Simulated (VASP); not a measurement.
# Hf7SiO16 (a cell with a defect) in VASP: single point with PBE

Aim: the single point of Hf7SiO16 (a cell with a defect) with PBE.

Everything below comes from runs of VASP 6.6.1. Logs are shortened: lines on timing, memory, paths and dates and some standing lists are left out, and cuts for length are marked.

**1. The cell of the first run**

The cell holds a defect, 24 atoms: a = 6.783 Å, b = 7.335 Å, c = 7.335 Å, α = 90.57°, β = 116.24°, γ = 116.24°.

**2. Single point, PBE**

File INCAR:

```
  PREC = Accurate
  ENCUT = 520
  EDIFF = 1E-6
  ISMEAR = 0
  SIGMA = 0.02
  LREAL = Auto
  LASPH = True
  NELM = 60
  ALGO = Normal
  ISIF = 2
  LWAVE = False
  LCHARG = False
  GGA = PE
  NBANDS = 103
```

File KPOINTS:

```
Automatic mesh
0
Gamma
  2 2 2
  0.5 0.5 0.5
```

File POSCAR:

```
Hf7SiO16
1.0
   -4.2677985450      0.0000000000     -5.2715316583
    5.1609176765      5.2121208592     -0.0053572389
    5.1609176765     -5.2121208592     -0.0053572389
Si Hf O
1 7 16
Direct
    0.3115053782     -0.0018056139      0.5388129457
    0.2853628765      0.5017849830      0.0496404692
    0.2243803850      0.4362861765      0.4930055869
    0.2048893223      0.9464242073      0.9836102772
    0.7120321788      0.4897005420      0.9430364782
    0.7231626410      0.9915705336      0.4532236075
    0.7676011400      0.0419921603     -0.0140370426
    0.7984796606      0.5623334921      0.5069009815
    0.0884734296      0.0968353372      0.4342974567
    0.0396479952      0.6128384878      0.8853091057
    0.4254286755      0.1060772110      0.8292953981
    0.4531196023      0.6310526879      0.3677667469
    0.9507329167      0.3617048794      0.1338891001
    0.9160700289      0.8595133197      0.6569459599
    0.5511929125      0.3969019645      0.6165869518
    0.5438786428      0.8974598853      0.1215971281
    0.6203541752      0.0182648122      0.6748593775
    0.6315584890      0.4945169189      0.1866235043
    0.8621645456      0.8090222215      1.0035784869
    0.8817866846      0.3142487257      0.4940279338
    0.3719430367      0.5106175147      0.8096078151
    0.3601485949      1.0016686252      0.3221056197
    0.1501203776      0.7331490817      0.5139063273
    0.1259663105      0.1878418465     -0.0045902157
```

Potentials or basis: VASP PAW PBE potentials, release 64 (Si, Hf_pv, O).

The run is started by

```
cat potpaw_PBE.64/Si/POTCAR potpaw_PBE.64/Hf_pv/POTCAR potpaw_PBE.64/O/POTCAR > POTCAR
mpirun -np 1 vasp_std > vasp.out
```

OUTCAR:

```text
PREC = Accurate
   ENCUT = 520
   EDIFF = 1E-6
   ISMEAR = 0
   LREAL = Auto
   LASPH = True
   NELM = 60
   ISIF = 2
   GGA = PE

 ion  position               nearest neighbor table
   1  0.312  0.998  0.539-  23 1.72  22 1.76  17 1.81   9 1.83  11 1.93  15 2.54   6 3.14   7 3.25
                             8 3.44   3 3.51
   2  0.285  0.502  0.050-  24 2.01  12 2.07  21 2.08  10 2.08  18 2.13  13 2.40  16 2.54   5 3.35
                             8 3.44   7 3.46   3 3.47   4 3.54   5 3.57   6 3.62   4 3.86
   3  0.224  0.436  0.493-  21 2.03  20 2.09  15 2.15  12 2.15   9 2.20  13 2.33  23 2.46   5 3.34
                             6 3.40   8 3.44   2 3.47   1 3.51   8 3.53   7 3.67
   4  0.205  0.946  0.984-  24 2.08  10 2.14  19 2.16  14 2.17  22 2.17  11 2.21  16 2.26   7 3.34
                             5 3.42   8 3.49   2 3.54   6 3.55   7 3.55   2 3.86
   5  0.712  0.490  0.943-  19 2.05  18 2.09  15 2.09  21 2.15  13 2.20  10 2.24  11 2.46   3 3.34
                             2 3.35   4 3.42   7 3.47   8 3.50   2 3.57
   6  0.723  0.992  0.453-  17 2.07  20 2.07  14 2.07  16 2.12  22 2.25   9 2.32  12 2.33   1 3.14
                             3 3.40   8 3.41   4 3.55   7 3.58   2 3.62   7 3.79
   7  0.768  0.042  0.986-  17 2.01  19 2.06  16 2.09  13 2.10  24 2.15  11 2.35   1 3.25   4 3.34
                             2 3.46   5 3.47   4 3.55   6 3.58   3 3.67   6 3.79
   8  0.798  0.562  0.507-  18 2.04  14 2.06  15 2.08  23 2.12  20 2.14  12 2.39  10 2.44   6 3.41
                             1 3.44   3 3.44   2 3.44   4 3.49   5 3.50   3 3.53
   9  0.088  0.097  0.434-   1 1.83   3 2.20   6 2.32
  10  0.040  0.613  0.885-   2 2.08   4 2.14   5 2.24   8 2.44
  11  0.425  0.106  0.829-   1 1.93   4 2.21   7 2.35   5 2.46
  12  0.453  0.631  0.368-   2 2.07   3 2.15   6 2.33   8 2.39
  13  0.951  0.362  0.134-   7 2.10   5 2.20   3 2.33   2 2.40
  14  0.916  0.860  0.657-   8 2.06   6 2.07   4 2.17
  15  0.551  0.397  0.617-   8 2.08   5 2.09   3 2.15   1 2.54
  16  0.544  0.897  0.122-   7 2.09   6 2.12   4 2.26   2 2.54
  17  0.620  0.018  0.675-   1 1.81   7 2.01   6 2.07
  18  0.632  0.495  0.187-   8 2.04   5 2.09   2 2.13
  19  0.862  0.809  0.004-   5 2.05   7 2.06   4 2.16
  20  0.882  0.314  0.494-   6 2.07   3 2.09   8 2.14
  21  0.372  0.511  0.810-   3 2.03   2 2.08   5 2.15
  22  0.360  0.002  0.322-   1 1.76   4 2.17   6 2.25
  23  0.150  0.733  0.514-   1 1.72   8 2.12   3 2.46
  24  0.126  0.188  0.995-   2 2.01   4 2.08   7 2.15

  LATTYP: Found a base centered monoclinic cell.
 ALAT       =    10.3218409140
 B/A-ratio  =     1.0099207889
 C/A-ratio  =     0.6571078056
 COS(beta)  =    -0.6284238967

  Lattice vectors:

 A1 = (   5.1609176765,   5.2121208592,  -0.0053572389)
 A2 = (   5.1609176765,  -5.2121208592,  -0.0053572389)
 A3 = (  -4.2677985450,   0.0000000000,  -5.2715316583)

Analysis of symmetry for initial positions (statically):
=====================================================================
 Subroutine PRICEL returns:
[... 160 lines left out ...]
   EFERMI =   0.00;   METHOD = LEGACY
   ISMEAR =     0;   SIGMA  =   0.02  broadening in eV -4-tet -1-fermi 0-gaus
   EFERMI_NEDOS =   21; number of points for ismear=-14 and -15
   IALGO  =     38    algorithm
   IMIX   =      4    mixing-type and parameters
     AMIX     =   0.40;   BMIX     =  1.00
     AMIX_MAG =   1.60;   BMIX_MAG =  1.00
  volume/ion in A,a.u.               =      11.83        79.81
  Fermi-wavevector in a.u.,A,eV,Ry     =   1.379961  2.607748 25.909468  1.904292
  Thomas-Fermi vector in A             =   2.504882
   LORBIT       =      0    0 simple, 1 ext, 2 COOP (PROOUT), +10 PAW based schemes
   GGA     = PE    functional components
   LHFCALC =     F    Hartree Fock is set to
   AEXX    =    0.0000 exact exchange contribution
   IVDW    =     0    specifies the selected vdW correction
   LEPSILON=     F    determine dielectric tensor
   LRPA    =     F    only Hartree local field effects (RPA)
 non-spin polarized calculation
 Gauss-broadening in eV      SIGMA  =   0.02
  energy-cutoff  :      520.00
  volume of cell :      283.84
 maximum number of plane-waves:      7651
 NGX is ok and might be reduce to    50
   NGX = 25   NGY = 27   NGZ = 27

 number of electron     170.0000006 magnetization

 Free energy of the ion-electron system (eV)
  ---------------------------------------------------
  ext. energy  EPLUGINS =         0.00000000
  ---------------------------------------------------
  free energy    TOTEN  =      -234.97877857 eV

  energy without entropy =     -234.97877857  energy(sigma->0) =     -234.97877857

 E-fermi :   3.1454     XC(G=0): -11.1382

 val. band max:        2.9668972106   @ k =  -0.2500   0.2500   0.2500
 cond. band min:       7.1513132154   @ k =  -0.2500  -0.2500   0.2500
 fundamental gap:      4.1844160048
 Fermi energy:         3.1454200654

 k-point     1 :       0.2500    0.2500    0.2500
  band No.  band energies     occupation
      1     -26.8031      2.00000
      2     -26.7439      2.00000
      3     -26.7239      2.00000
      4     -26.7041      2.00000
      5     -26.6771      2.00000
      6     -26.6675      2.00000
[... 389 lines left out ...]
     96       8.8021      0.00000
     97       8.9023      0.00000
 [bands above 97 left out]

------------------------ aborting loop because EDIFF is reached ----------------------------------------

  FORCE on cell =-STRESS in cart. coord.  units (eV):
  Direction    XX          YY          ZZ          XY          YZ          ZX
  --------------------------------------------------------------------------------------
  -------------------------------------------------------------------------------------
  Total      -11.5799251    -15.0749921     -5.4183235     -4.6798445     -3.4907400     -0.3924563
  in kB      -65.3647017    -85.0931552    -30.5845760    -26.4161157    -19.7040292     -2.2152810
  external PRESSURE =     -60.3474776 kB  Pullay stress =       0.0000000 kB

 VOLUME and BASIS-vectors are now :
 -----------------------------------------------------------------------------
  energy-cutoff  :      520.00
  volume of cell :      283.84
      direct lattice vectors                 reciprocal lattice vectors
    -4.267798545  0.000000000 -5.271531658    -0.000196749  0.000000000 -0.189538901
     5.160917677  5.212120859 -0.005357239     0.096800645  0.095930239 -0.078369187
     5.160917677 -5.212120859 -0.005357239     0.096800645 -0.095930239 -0.078369187

 POSITION                                       TOTAL-FORCE (eV/Angst)
 -----------------------------------------------------------------------------------
      6.60293      2.39435     -1.65034         0.019620      0.012380     -0.012289
      1.62799      2.35663     -1.50725        -0.051393     -0.006323     -0.053489
      3.83839     -0.29563     -1.18781         0.024599     -0.083972     -0.011297
      9.08632     -0.19382     -1.09042         0.027992     -0.006781      0.127975
      4.35543     -2.36284     -3.76118         0.062955      0.077600      0.045154
      4.37015      2.80593     -3.81991         0.054723     -0.017930      0.037104
[... 16 lines left out ...]
      5.79527      1.14272     -0.79805        -0.023670     -0.116136      0.136640
      5.56907     -4.20914     -0.67037         0.017580     -0.027938      0.023827
 -----------------------------------------------------------------------------------
    total drift:                                0.012568     -0.004798      0.005895

  FREE ENERGIE OF THE ION-ELECTRON SYSTEM (eV)
  ---------------------------------------------------
  free  energy   TOTEN  =      -234.9787785735 eV

  energy  without entropy=     -234.9787785735  energy(sigma->0) =     -234.97877857
```

Wall time 8.3 min (1 thread of Intel Xeon 8259CL, shared host); peak memory 0.43 GiB.

What came out:

```
Free energy            : -234.9788 eV
Pressure               : -6.0 GPa
Largest force          : 0.181 eV/Å
Band gap on the k mesh : 4.18 eV
```

Forces on the atoms (eV/Å):
```
Si   0.020  0.012 -0.012
Hf  -0.051 -0.006 -0.053
Hf   0.025 -0.084 -0.011
Hf   0.028 -0.007  0.128
Hf   0.063  0.078  0.045
Hf   0.055 -0.018  0.037
Hf  -0.056  0.023 -0.051
Hf   0.017 -0.001 -0.034
O    0.113  0.071  0.052
O    0.055 -0.027 -0.031
O    0.052 -0.089 -0.038
O   -0.051 -0.012  0.030
O   -0.056  0.011  0.025
O   -0.052 -0.002  0.016
O    0.089  0.068 -0.044
O    0.042  0.034 -0.033
O   -0.040 -0.041 -0.108
O    0.029  0.033  0.021
O   -0.036  0.043 -0.010
O   -0.043  0.016 -0.036
O   -0.048 -0.037 -0.017
O   -0.147  0.079 -0.037
O   -0.024 -0.116  0.137
O    0.018 -0.028  0.024
```

Stress tensor (GPa, compression positive):
```
-6.54 -2.64 -0.22
-2.64 -8.51 -1.97
-0.22 -1.97 -3.06
```

Caveat: the k points lie up to 0.55 Å⁻¹ apart; spin-orbit coupling is left out, which moves the levels of the heavy elements.
